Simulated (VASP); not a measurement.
# Li5Ta3 (Im-3m) in VASP: further runs, part 2 of 2

VASP 6.6.1. Earlier steps stand in the parts before.

**4. Relaxation of cell and atoms, PBE**

The input, INCAR:

```
PREC     = Accurate       # precision mode
ENCUT    = 600            # plane-wave cutoff, eV
EDIFF    = 1E-6           # SCF threshold, eV
ISMEAR   = 0              # smearing method
SIGMA    = 0.1            # smearing width, eV
LREAL    = F              # projectors in reciprocal space
LASPH    = T              # aspherical terms in the spheres
NELM     = 60             # most SCF steps
ALGO     = Fast           # electronic algorithm
ISIF     = 3              # what is computed and relaxed
LWAVE    = F              # write WAVECAR
LCHARG   = F              # write CHGCAR
GGA      = PE             # functional
IBRION   = 2              # ionic algorithm
NSW      = 90             # ionic steps
EDIFFG   = -0.04          # ionic threshold
```

The input, KPOINTS:

```
Automatic mesh
0
Gamma
  4 4 4
```

The input, POSCAR:

```
Li5Ta3
1.0
   -2.9525348600      2.9525348600      2.9525348600
    2.9525348600     -2.9525348600      2.9525348600
    2.9525348600      2.9525348600     -2.9525348600
Li Ta
5 3
Direct
    0.0000000000      0.0000000000      0.0000000000
    0.0000000000      0.0000000000      0.5000000000
    0.0000000000      0.5000000000      0.0000000000
    0.5000000000      0.0000000000      0.0000000000
    0.5000000000      0.5000000000      0.5000000000
    0.0000000000      0.5000000000      0.5000000000
    0.5000000000      0.5000000000      0.0000000000
    0.5000000000      0.0000000000      0.5000000000
```

Potentials or basis: VASP PAW PBE potentials, release 64 (Li_sv, Ta_pv).

Launch:

```
$ cat potpaw_PBE.64/Li_sv/POTCAR potpaw_PBE.64/Ta_pv/POTCAR > POTCAR
$ mpirun -np 1 vasp_std > vasp.out
```

OUTCAR:

```text
PREC = Accurate
   ENCUT = 600
   EDIFF = 1E-6
   ISMEAR = 0
   LREAL = F
   LASPH = T
   NELM = 60
   ISIF = 3
   GGA = PE
   IBRION = 2
   NSW = 90
   EDIFFG = -0.04

 ion  position               nearest neighbor table
   1  0.000  0.000  0.000-   2 2.56   3 2.56   4 2.56   5 2.56   2 2.56   3 2.56   4 2.56   5 2.56
                             7 2.95   6 2.95   8 2.95   8 2.95   7 2.95   6 2.95
   2  0.000  0.000  0.500-   1 2.56   6 2.56   7 2.56   8 2.56   1 2.56   6 2.56   8 2.56   7 2.56

   3  0.000  0.500  0.000-   1 2.56   6 2.56   7 2.56   8 2.56   6 2.56   1 2.56   7 2.56   8 2.56
[... 5 lines left out ...]
   6  0.000  0.500  0.500-   2 2.56   3 2.56   4 2.56   5 2.56   3 2.56   2 2.56   5 2.56   4 2.56
                             7 2.95   1 2.95   8 2.95   7 2.95   8 2.95   1 2.95
   7  0.500  0.500  0.000-   2 2.56   3 2.56   4 2.56   5 2.56   5 2.56   4 2.56   3 2.56   2 2.56
                             6 2.95   8 2.95   8 2.95   6 2.95   1 2.95   1 2.95
   8  0.500  0.000  0.500-   2 2.56   3 2.56   4 2.56   5 2.56   4 2.56   5 2.56   2 2.56   3 2.56
                             6 2.95   7 2.95   7 2.95   1 2.95   6 2.95   1 2.95

  LATTYP: Found a body centered cubic cell.
 ALAT       =     5.9050697200

  Lattice vectors:

 A1 = (  -2.9525348600,   2.9525348600,   2.9525348600)
 A2 = (   2.9525348600,  -2.9525348600,   2.9525348600)
 A3 = (   2.9525348600,   2.9525348600,  -2.9525348600)

Analysis of symmetry for initial positions (statically):
[... 220 lines left out ...]
  -------------------------------------------------------------------------------------
  Total       -1.4274091     -1.4274091     -1.4274091     -0.0000000      0.0000000      0.0000000
  in kB      -18.1581127    -18.1581127    -18.1581127     -0.0000000      0.0000000      0.0000000
  external PRESSURE =     -18.1581127 kB  Pullay stress =       0.0000000 kB
[... 29 lines left out ...]
--------------------------------------- Ionic step        3  -------------------------------------------

 number of electron      48.0000030 magnetization

 Free energy of the ion-electron system (eV)
  ---------------------------------------------------
  ext. energy  EPLUGINS =         0.00000000
  ---------------------------------------------------
  free energy    TOTEN  =       -39.32305689 eV

  energy without entropy =      -39.28425708  energy(sigma->0) =      -39.30365699

 E-fermi :   3.2969     XC(G=0): -10.2305

 val. band max:        3.2163507728   @ k =   0.5000   0.0000   0.0000
 cond. band min:       3.2993557198   @ k =   0.2500   0.2500   0.2500
 fundamental gap:      0.0830049470
 Fermi energy:         3.2969265758

 k-point     1 :       0.0000    0.0000    0.0000
  band No.  band energies     occupation
      1     -42.0224      2.00000
      2     -41.2936      2.00000
      3     -41.2826      2.00000
      4     -41.2826      2.00000
      5     -41.2826      2.00000
      6     -31.3456      2.00000
[... 245 lines left out ...]
     28       4.2031      0.00000
     29       4.2031      0.00000

------------------------ aborting loop because EDIFF is reached ----------------------------------------

  FORCE on cell =-STRESS in cart. coord.  units (eV):
  Direction    XX          YY          ZZ          XY          YZ          ZX
  --------------------------------------------------------------------------------------
  -------------------------------------------------------------------------------------
  Total        0.0790657      0.0790657      0.0790657      0.0000000      0.0000000     -0.0000000
  in kB        1.0333629      1.0333629      1.0333629      0.0000000      0.0000000     -0.0000000
  external PRESSURE =       1.0333629 kB  Pullay stress =       0.0000000 kB
[... 23 lines left out ...]
  FREE ENERGIE OF THE ION-ELECTRON SYSTEM (eV)
  ---------------------------------------------------
  free  energy   TOTEN  =       -39.3230568882 eV

  energy  without entropy=      -39.2842570840  energy(sigma->0) =      -39.30365699

 reached required accuracy - stopping structural energy minimisation
```

OSZICAR:

```text
N       E                     dE             d eps       ncg     rms          rms(c)
DAV:   1     0.462327660092E+03    0.46233E+03   -0.26920E+04   464   0.200E+03
DAV:   2     0.398597490166E+01   -0.45834E+03   -0.44700E+03   492   0.525E+02
DAV:   3    -0.362973527221E+02   -0.40283E+02   -0.38311E+02   870   0.101E+02
[... 122 lines left out ...]
RMM:  29    -0.393230530141E+02   -0.13411E-05   -0.15893E-05   318   0.287E-02    0.122E-03
RMM:  30    -0.393230542689E+02   -0.12548E-05   -0.13335E-05   320   0.267E-02    0.109E-03
RMM:  31    -0.393230552626E+02   -0.99374E-06   -0.11282E-05   299   0.251E-02    0.107E-03
RMM:  32    -0.393230562052E+02   -0.94257E-06   -0.10756E-05   334   0.238E-02    0.103E-03
RMM:  33    -0.393230568882E+02   -0.68301E-06   -0.80246E-06   300   0.223E-02
   3 F= -.39323057E+02 E0= -.39303657E+02  d E =-.965684E+00
```

Run time: 7.9 min. Hardware: 1 thread of Intel Xeon Platinum 8259CL at 2.50GHz (Skylake/Cascade Lake), shared host; peak memory 0.27 GiB.

What came out:

| Quantity | Value |
| --- | --- |
| Free energy | -39.3231 eV |
| Relaxed volume | 15.32 Å³/atom |
| Relaxed cell | a = 5.420 Å, b = 5.420 Å, c = 5.420 Å, α = 109.47°, β = 109.47°, γ = 109.47° |
| Space group after relaxing (to 0.05 Å) | Im-3m (No. 229) |
| Energy gained by relaxing | 120.7 meV/atom |
| Ionic steps | 3 |
| Pressure after relaxing | 0.1 GPa |
| Band gap on the k mesh | zero (band 24 reaches 3.82 eV, above the bottom of band 25 at 3.30 eV) |

Step by step:
```tsv
step	energy change (eV)	largest force (eV/Å)	pressure (GPa)	volume (Å³)
1	0.0000	0.0000	17.94	102.95
2	-0.9473	0.0000	-1.82	125.95
3	-0.9657	0.0000	0.10	122.59
```

Final structure:
```
Li Ta
1.0
    -3.12941    3.12941    3.12941
     3.12941   -3.12941    3.12941
     3.12941    3.12941   -3.12941
Li Ta
5 3
Direct
  0.00000 0.00000 0.00000
  0.00000 0.00000 0.50000
  0.00000 0.50000 0.00000
  0.50000 0.00000 0.00000
  0.50000 0.50000 0.50000
  0.00000 0.50000 0.50000
  0.50000 0.50000 0.00000
  0.50000 0.00000 0.50000
```

Levels at points of the mesh, in eV from the Fermi level:
| k point | band 21 | band 22 | band 23 | band 24 | band 25 | band 26 | band 27 | band 28 |
| --- | --- | --- | --- | --- | --- | --- | --- | --- |
| (0.00, 0.00, 0.00) | -0.91 | 0.53 | 0.53 | 0.53 | 0.81 | 0.81 | 0.95 | 0.95 |
| (0.50, 0.00, 0.00) | -1.05 | -0.83 | -0.74 | -0.08 | 0.04 | 0.20 | 0.64 | 0.69 |
| (0.50, 0.50, 0.50) | -0.99 | -0.68 | -0.68 | -0.68 | 0.90 | 0.90 | 0.90 | 0.91 |

Caveat: the k points lie up to 0.35 Å⁻¹ apart in the final cell; the cutoff is under 1.25 times the usual one of these potentials, so pressure, stress and relaxed cells hold a basis-set (Pulay) error; the volume moved by over 15 % at a fixed basis, so the end points are rough; spin-orbit coupling is left out, which moves the levels of the heavy elements.

**5. Summary**

| task | cell | cutoff (eV) | gap on the mesh (eV) |
| --- | --- | --- | --- |
| single point | a = 5.114 Å, angles 109.5°, 8 atoms | 520 | none |
| single point | a = 5.423 Å, angles 109.5°, 8 atoms | 520 | none |
| relaxation of cell and atoms | relaxed from a = 5.114 Å, angles 109.5°, 8 atoms | 600 | none |

Alike in all rows: level PBE; potentials or basis VASP PAW PBE potentials, release 64 (Li_sv, Ta_pv); no spin polarisation; k mesh 4 × 4 × 4; smearing gaussian 0.1 eV.

Caveats: some runs use coarse meshes; the cutoff is under 1.25 times the usual one of these potentials, so pressure, stress and relaxed cells hold a basis-set (Pulay) error; spin-orbit coupling is left out, which moves the levels of the heavy elements; the volume moved by over 15 % at a fixed basis, so the end points are rough (some runs).

Absolute energies hang on the potentials; compare differences alone.
